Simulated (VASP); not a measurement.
# LiTmH4 (P4mm) in VASP: single point with PBE

Aim: the single point of LiTmH4 with PBE.

Program: VASP 6.6.1. These are calculated values, not measurements. Logs are shortened: lines on timing, memory, paths and dates and some standing lists are left out, and cuts for length are marked.

### 1 The cell of the first run

The structure is tetragonal, space group P4mm (No. 99). Conventional cell: a = 3.561 Å, b = 3.561 Å, c = 6.667 Å, α = 90.00°, β = 90.00°, γ = 90.00°. Within 2.1 Å of Li (site symmetry 4mm) lie 1 H at 1.57 Å. Within 2.5 Å of Tm (site symmetry 4mm) lie 5 H at 1.90 to 1.98 Å. Within 2.6 Å of H (site symmetry 2mm) lie 2 Tm at 1.98 Å and 6 H at 2.06 to 2.52 Å. Within 2.1 Å of H (site symmetry 4mm) lie 1 Li at 1.57 Å and 1 Tm at 1.90 Å and 4 H at 2.06 Å. H (site symmetry 4mm) has 4 Tm at 2.97 Å and 4 Li at 3.00 Å and 8 H at 3.01 to 3.56 Å within 3.9 Å.

### 2 Single point, PBE

Input file INCAR:

```
ALGO = Normal
EDIFF = 1E-6
ENCUT = 750
GGA = PE
GGA_COMPAT = F
ISIF = 2
ISMEAR = 0
LASPH = T
LCHARG = F
LMAXMIX = 6
LREAL = F
LWAVE = F
NBANDS = 24
NELM = 200
PREC = Accurate
SIGMA = 0.15
```

Input file KPOINTS:

```
k-points
0
Gamma
  3 3 2
```

Input file POSCAR:

```
LiTmH4
1.0
    3.5613282680      0.0000000000      0.0000000000
    0.0000000000      3.5613282680      0.0000000000
    0.0000000000      0.0000000000      6.6671707159
Li Tm H
1 1 4
Direct
    0.5000000000      0.5000000000      0.7034036628
    0.5000000000      0.5000000000      0.1835863731
    0.5000000000      0.0000000000      0.3124516241
    0.0000000000      0.5000000000      0.3124516241
    0.5000000000      0.5000000000      0.4686396043
    0.0000000000      0.0000000000     -0.0514738884
```

Potentials or basis: VASP PAW PBE potentials, release 64 (Li_sv, Tm, H).

The run is started by

```bash
cat potpaw_PBE.64/Li_sv/POTCAR potpaw_PBE.64/Tm/POTCAR potpaw_PBE.64/H/POTCAR > POTCAR
mpirun -np 1 vasp_std > vasp.out
```

OUTCAR:

```text
EDIFF = 1E-6
   ENCUT = 750
   GGA = PE
   ISIF = 2
   ISMEAR = 0
   LASPH = T
   LREAL = F
   NELM = 200
   PREC = Accurate

 ion  position               nearest neighbor table
   1  0.500  0.500  0.703-   5 1.57   2 3.20
   2  0.500  0.500  0.184-   5 1.90   4 1.98   3 1.98   3 1.98   4 1.98   1 3.20
   3  0.500  0.000  0.312-   2 1.98   2 1.98
   4  0.000  0.500  0.312-   2 1.98   2 1.98
   5  0.500  0.500  0.469-   1 1.57   2 1.90
   6  0.000  0.000  0.949-

  LATTYP: Found a simple tetragonal cell.
 ALAT       =     3.5613282680
 C/A-ratio  =     1.8721022647

  Lattice vectors:

 A1 = (   3.5613282680,   0.0000000000,   0.0000000000)
 A2 = (   0.0000000000,   3.5613282680,   0.0000000000)
 A3 = (   0.0000000000,   0.0000000000,   6.6671707159)

Analysis of symmetry for initial positions (statically):
=====================================================================
 Subroutine PRICEL returns:
 Original cell was already a primitive cell.

 Routine SETGRP: Setting up the symmetry group for a
 simple tetragonal supercell.

 Subroutine GETGRP returns: Found  8 space group operations
 (whereof  8 operations were pure point group operations)
 out of a pool of 16 trial point group operations.

The static configuration has the point symmetry C_4v.

Analysis of symmetry for dynamics (positions and initial velocities):
=====================================================================
 Subroutine PRICEL returns:
 Original cell was already a primitive cell.

 Routine SETGRP: Setting up the symmetry group for a
 simple tetragonal supercell.

 Subroutine GETGRP returns: Found  8 space group operations
 (whereof  8 operations were pure point group operations)
 out of a pool of 16 trial point group operations.

The dynamic configuration has the point symmetry C_4v.

 Subroutine INISYM returns: Found  8 space group operations
 (whereof  8 operations are pure point group operations),
 and found     1 'primitive' translations

----------------------------------------------------------------------------------------

                                     Primitive cell

  volume of cell :      84.5601

  direct lattice vectors                    reciprocal lattice vectors
     3.561328268  0.000000000  0.000000000     0.280794110  0.000000000  0.000000000
     0.000000000  3.561328268  0.000000000     0.000000000  0.280794110  0.000000000
     0.000000000  0.000000000  6.667170716     0.000000000  0.000000000  0.149988660

  length of vectors
     3.561328268  3.561328268  6.667170716     0.280794110  0.280794110  0.149988660

  position of ions in fractional coordinates (direct lattice)
     0.500000000  0.500000000  0.703403663
     0.500000000  0.500000000  0.183586373
     0.500000000  0.000000000  0.312451624
     0.000000000  0.500000000  0.312451624
     0.500000000  0.500000000  0.468639604
     0.000000000  0.000000000  0.948526112

  ion indices of the primitive-cell ions
   primitive index   ion index
                 1           1
                 2           2
                 3           3
                 4           4
                 5           5
                 6           6

----------------------------------------------------------------------------------------

 KPOINTS: k-points

Automatic generation of k-mesh.
 Grid dimensions read from file:
 generate k-points for:    3    3    2

 Generating k-lattice:

  Cartesian coordinates                     Fractional coordinates (reciprocal lattice)
     0.093598037  0.000000000  0.000000000     0.333333333  0.000000000  0.000000000
     0.000000000  0.093598037  0.000000000     0.000000000  0.333333333  0.000000000
     0.000000000  0.000000000  0.074994330     0.000000000  0.000000000  0.500000000

  Length of vectors
     0.093598037  0.093598037  0.074994330

  Shift w.r.t. Gamma in fractional coordinates (k-lattice)
     0.000000000  0.000000000  0.000000000

 Subroutine IBZKPT returns following result:
 ===========================================

 Found      6 irreducible k-points:

 Following reciprocal coordinates:
            Coordinates               Weight
  0.000000  0.000000  0.000000      1.000000
  0.333333  0.000000  0.000000      4.000000
  0.333333  0.333333  0.000000      4.000000
  0.000000  0.000000  0.500000      1.000000
  0.333333  0.000000  0.500000      4.000000
  0.333333  0.333333  0.500000      4.000000
   k-points           NKPTS =      6   k-points in BZ     NKDIM =      6   number of bands    NBANDS=     24
   number of dos      NEDOS =    301   number of ions     NIONS =      6
   total plane-waves  NPLWV =  61440
   dimension x,y,z NGX =    32 NGY =   32 NGZ =   60
   dimension x,y,z NGXF=    64 NGYF=   64 NGZF=  120
   ions per type =               1   1   4
   NGX,Y,Z   is equivalent  to a cutoff of  14.94, 14.94, 14.96 a.u.
   NGXF,Y,Z  is equivalent  to a cutoff of  29.88, 29.88, 29.92 a.u.
 SYSTEM =  unknown system
   PREC   = accura    normal or accurate (medium, high low for compatibility)
   ISTART =      0    job   : 0-new  1-cont  2-samecut
   ICHARG =      2    charge: 1-file 2-atom 10-const
   ISPIN  =      1    spin polarized calculation?
   LNONCOLLINEAR =      F non collinear calculations
   LSORBIT =      F    spin-orbit coupling
   LASPH  =      T    aspherical Exc in radial PAW
   ENCUT  =  750.0 eV  55.12 Ry    7.42 a.u.   7.95  7.95 14.89*2*pi/ulx,y,z
   NELM   =    200;   NELMIN=  2; NELMDL= -5     # of ELM steps
   EDIFF  = 0.1E-05   stopping-criterion for ELM
   LREAL  =      F    real-space projection
   EDIFFG = 0.1E-04   stopping-criterion for IOM
   NSW    =      0    number of steps for IOM
   IBRION =     -1    ionic relax: 0-MD 1-quasi-New 2-CG
   NFREE  =      0    steps in history (QN), initial steepest desc. (CG)
   ISIF   =      2    stress and relaxation
   ISYM   =      2    0-nonsym 1-usesym 2-fastsym
   POTIM  = 0.5000    time-step for ionic-motion
   TEBEG  =    0.0;   TEEND  =   0.0 temperature during run
   PSTRESS=    0.0 pullay stress
   NELECT =      30.0000    total number of electrons
   NUPDOWN=      -1.0000    fix difference up-down
   EMIN   =  10.00;   EMAX   =-10.00  energy-range for DOS
   EFERMI =   0.00;   METHOD = LEGACY
   ISMEAR =     0;   SIGMA  =   0.15  broadening in eV -4-tet -1-fermi 0-gaus
   EFERMI_NEDOS =   21; number of points for ismear=-14 and -15
   IALGO  =     38    algorithm
   IMIX   =      4    mixing-type and parameters
     AMIX     =   0.40;   BMIX     =  1.00
     AMIX_MAG =   1.60;   BMIX_MAG =  1.00
  volume/ion in A,a.u.               =      14.09        95.11
  Fermi-wavevector in a.u.,A,eV,Ry     =   1.158938  2.190074 18.274480  1.343136
  Thomas-Fermi vector in A             =   2.295535
   LORBIT       =      0    0 simple, 1 ext, 2 COOP (PROOUT), +10 PAW based schemes
   GGA     = PE    functional components
   LHFCALC =     F    Hartree Fock is set to
   AEXX    =    0.0000 exact exchange contribution
   IVDW    =     0    specifies the selected vdW correction
   LEPSILON=     F    determine dielectric tensor
   LRPA    =     F    only Hartree local field effects (RPA)
 non-spin polarized calculation
 Gauss-broadening in eV      SIGMA  =   0.15
  energy-cutoff  :      750.00
  volume of cell :       84.56
 maximum number of plane-waves:      3944
 NGX is ok and might be reduce to    32
   NGX = 15   NGY = 15   NGZ = 29

 number of electron      30.0000006 magnetization

 Free energy of the ion-electron system (eV)
  ---------------------------------------------------
  ext. energy  EPLUGINS =         0.00000000
  ---------------------------------------------------
  free energy    TOTEN  =       -17.78765950 eV

  energy without entropy =      -17.60811717  energy(sigma->0) =      -17.69788834

 E-fermi :  -0.8560     XC(G=0):  -7.7101

 val. band max:       -0.8795761044   @ k =   0.3333   0.0000   0.5000
 cond. band min:      -0.8157493781   @ k =   0.3333   0.3333   0.5000
 fundamental gap:      0.0638267263
 Fermi energy:        -0.8559753724

 k-point     1 :       0.0000    0.0000    0.0000
  band No.  band energies     occupation
      1     -49.9016      2.00000
      2     -47.7299      2.00000
      3     -23.2908      2.00000
      4     -22.9383      2.00000
      5     -22.9383      2.00000
      6      -6.2174      2.00000
      7      -3.7154      2.00000
      8      -2.5484      2.00000
      9      -2.3385      2.00000
     10      -1.1192      1.98693
     11      -1.1192      1.98693
     12      -1.0927      1.97436
     13      -1.0871      1.97068
     14      -1.0871      1.97068
     15      -0.9945      1.80859
     16      -0.9618      1.68180
     17       3.0448      0.00000
     18       3.7873      0.00000
     19       4.7711      0.00000
     20       4.7711      0.00000
     21       6.5639      0.00000
     22       6.8821      0.00000
     23       7.0468      0.00000
     24       7.0468      0.00000

 k-point     2 :       0.3333    0.0000    0.0000
  band No.  band energies     occupation
      1     -49.8920      2.00000
      2     -47.7293      2.00000
      3     -23.2605      2.00000
      4     -23.2070      2.00000
      5     -22.9199      2.00000
      6      -4.9986      2.00000
      7      -3.4086      2.00000
      8      -2.4102      2.00000
      9      -1.9627      2.00000
     10      -1.1552      1.99521
     11      -1.1129      1.98458
     12      -1.1128      1.98455
     13      -1.0528      1.93656
     14      -1.0079      1.84792
     15      -0.9786      1.75218
     16      -0.9181      1.44211
     17       1.3129      0.00000
     18       2.4696      0.00000
     19       4.9123      0.00000
     20       4.9336      0.00000
     21       5.1742      0.00000
     22       5.5585      0.00000
     23       6.7901      0.00000
     24       7.9865      0.00000

 k-point     3 :       0.3333    0.3333    0.0000
  band No.  band energies     occupation
      1     -49.8825      2.00000
      2     -47.7288      2.00000
      3     -23.2328      2.00000
      4     -23.1838      2.00000
      5     -23.1795      2.00000
      6      -3.8300      2.00000
      7      -2.9563      2.00000
      8      -2.1097      2.00000
      9      -1.7736      2.00000
     10      -1.1523      1.99480
     11      -1.1460      1.99374
     12      -1.0806      1.96584
     13      -1.0763      1.96220
     14      -1.0077      1.84733
     15      -0.8138      0.69068
     16      -0.7586      0.35872
     17       1.4890      0.00000
     18       2.1310      0.00000
     19       2.9036      0.00000
     20       3.3760      0.00000
     21       4.2301      0.00000
     22       4.3568      0.00000
     23       7.7701      0.00000
     24       8.5576      0.00000

 k-point     4 :       0.0000    0.0000    0.5000
  band No.  band energies     occupation
      1     -49.9016      2.00000
      2     -47.7300      2.00000
      3     -23.2905      2.00000
      4     -22.9383      2.00000
      5     -22.9383      2.00000
      6      -6.0609      2.00000
      7      -4.2704      2.00000
      8      -2.5465      2.00000
      9      -1.9877      2.00000
     10      -1.1188      1.98677
     11      -1.1188      1.98677
     12      -1.0870      1.97059
     13      -1.0870      1.97059
     14      -0.9945      1.80861
     15      -0.9660      1.70029
     16      -0.9609      1.67737
     17       2.2629      0.00000
     18       4.5472      0.00000
     19       4.5472      0.00000
     20       5.4613      0.00000
     21       6.8829      0.00000
     22       7.1094      0.00000
     23       7.1611      0.00000
     24       8.0414      0.00000

 k-point     5 :       0.3333    0.0000    0.5000
  band No.  band energies     occupation
      1     -49.8920      2.00000
      2     -47.7294      2.00000
      3     -23.2602      2.00000
      4     -23.2070      2.00000
      5     -22.9199      2.00000
      6      -4.8629      2.00000
      7      -3.7208      2.00000
      8      -2.3905      2.00000
      9      -1.9020      2.00000
     10      -1.1555      1.99526
     11      -1.1132      1.98470
     12      -1.1124      1.98439
     13      -1.0528      1.93650
     14      -1.0079      1.84806
     15      -0.9737      1.73312
     16      -0.8796      1.17608
     17       0.9929      0.00000
     18       3.1400      0.00000
     19       4.4572      0.00000
     20       4.9174      0.00000
     21       5.0262      0.00000
     22       6.4098      0.00000
     23       7.8478      0.00000
     24       8.2093      0.00000

 k-point     6 :       0.3333    0.3333    0.5000
  band No.  band energies     occupation
      1     -49.8825      2.00000
      2     -47.7288      2.00000
      3     -23.2325      2.00000
      4     -23.1838      2.00000
      5     -23.1794      2.00000
      6      -3.7071      2.00000
      7      -3.1472      2.00000
      8      -2.1179      2.00000
      9      -1.7744      2.00000
     10      -1.1503      1.99448
     11      -1.1433      1.99325
     12      -1.0809      1.96603
     13      -1.0798      1.96518
     14      -1.0105      1.85495
     15      -0.8157      0.70450
     16      -0.7822      0.48684
     17       1.2103      0.00000
     18       1.9546      0.00000
     19       3.1105      0.00000
     20       3.7717      0.00000
     21       4.6100      0.00000
     22       5.2005      0.00000
     23       7.4976      0.00000
     24       7.5192      0.00000

------------------------ aborting loop because EDIFF is reached ----------------------------------------

  FORCE on cell =-STRESS in cart. coord.  units (eV):
  Direction    XX          YY          ZZ          XY          YZ          ZX
  --------------------------------------------------------------------------------------
  -------------------------------------------------------------------------------------
  Total        0.1788705      0.1788705      1.4520334      0.0000000      0.0000000      0.0000000
  in kB        3.3890941      3.3890941     27.5119635      0.0000000      0.0000000      0.0000000
  external PRESSURE =      11.4300506 kB  Pullay stress =       0.0000000 kB

 VOLUME and BASIS-vectors are now :
 -----------------------------------------------------------------------------
  energy-cutoff  :      750.00
  volume of cell :       84.56
      direct lattice vectors                 reciprocal lattice vectors
     3.561328268  0.000000000  0.000000000     0.280794110  0.000000000  0.000000000
     0.000000000  3.561328268  0.000000000     0.000000000  0.280794110  0.000000000
     0.000000000  0.000000000  6.667170716     0.000000000  0.000000000  0.149988660

 POSITION                                       TOTAL-FORCE (eV/Angst)
 -----------------------------------------------------------------------------------
      1.78066      1.78066      4.68971        -0.000000      0.000000      0.210131
      1.78066      1.78066      1.22400        -0.000000     -0.000000     -0.740797
      1.78066      0.00000      2.08317        -0.000000      0.000000      0.201657
      0.00000      1.78066      2.08317         0.000000      0.000000      0.201657
      1.78066      1.78066      3.12450        -0.000000      0.000000      0.157080
      0.00000      0.00000      6.32399        -0.000000      0.000000     -0.029727
 -----------------------------------------------------------------------------------
    total drift:                                0.000000     -0.000000      0.001207

  FREE ENERGIE OF THE ION-ELECTRON SYSTEM (eV)
  ---------------------------------------------------
  free  energy   TOTEN  =       -17.7876595029 eV

  energy  without entropy=      -17.6081171675  energy(sigma->0) =      -17.69788834
```

Wall time 88 s (1 thread of Intel Xeon Platinum 8488C (Sapphire Rapids), shared host); peak memory 0.25 GiB.

Results:

| Property | Result |
| --- | --- |
| Free energy | -17.7877 eV |
| Pressure | 1.1 GPa |
| Largest force | 0.741 eV/Å |
| Band gap on the k mesh | zero (band 15 reaches -0.81 eV, above the bottom of band 16 at -0.96 eV) |

Forces in eV/Å, atoms in the order of the input:
```
Li   0.000  0.000  0.210
Tm   0.000  0.000 -0.741
H    0.000  0.000  0.202
H    0.000  0.000  0.202
H    0.000  0.000  0.157
H    0.000  0.000 -0.030
```

Stress tensor (GPa, compression positive):
```
0.34 0.00 0.00
0.00 0.34 0.00
0.00 0.00 2.75
```

Caveat: the k points lie up to 0.59 Å⁻¹ apart; spin-orbit coupling is left out, which moves the levels of the heavy elements; without U or exact exchange the open f shell lies at the Fermi level, which spoils levels, moments and volumes.
